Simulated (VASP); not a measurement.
Write the native input for VASP 6.6.1 that does the following.

```yaml
Task: single point
Functional: PBE
Potentials_or_basis: VASP PAW PBE potentials, release 64 (K_sv, F)
Cutoff: 600 eV
k_mesh: 8 × 8 × 8
Occupations: gaussian, width 0.02 eV
Spin: no spin polarisation
Dipole_correction: no
Further_INCAR_settings: ALGO = Normal; EDIFF = 1e-06; NBANDS = 15
```

The structure of KF lies in POSCAR:

```
KF
1.0
    0.0000000000      2.7361544339      2.7361544339
    2.7361544339      0.0000000000      2.7361544339
    2.7361544339      2.7361544339      0.0000000000
K F
1 1
Direct
    0.0000000000      0.0000000000      0.0000000000
    0.5000000000      0.5000000000      0.5000000000
```

These files were run (other wordings do the same):

INCAR

```
SYSTEM = KF
  PREC = Accurate
  ENCUT = 600
  EDIFF = 1E-6
  ISMEAR = 0
  SIGMA = 0.02
  LREAL = .FALSE.
  LASPH = .TRUE.
  NELM = 120
  ALGO = Normal
  ISIF = 2
  LWAVE = .FALSE.
  LCHARG = .TRUE.
  GGA = PE
  LELF = .TRUE.
  LVHAR = .TRUE.
  NBANDS = 15
  GGA_COMPAT = .FALSE.
```

KPOINTS

```
regular mesh
0
G
  8 8 8
  0 0 0
```

Potentials or basis: VASP PAW PBE potentials, release 64 (K_sv, F).

The run is started by

```console
$ cat potpaw_PBE.64/K_sv/POTCAR potpaw_PBE.64/F/POTCAR > POTCAR
$ mpirun -np 1 vasp_std > vasp.out
```

It gave:

* Pressure: -0.8 GPa
* Band gap on the k mesh: 5.81 eV

Run time: 12 s on 1 thread of Intel Xeon 8259CL, with other jobs on the host, peak memory 0.18 GiB.
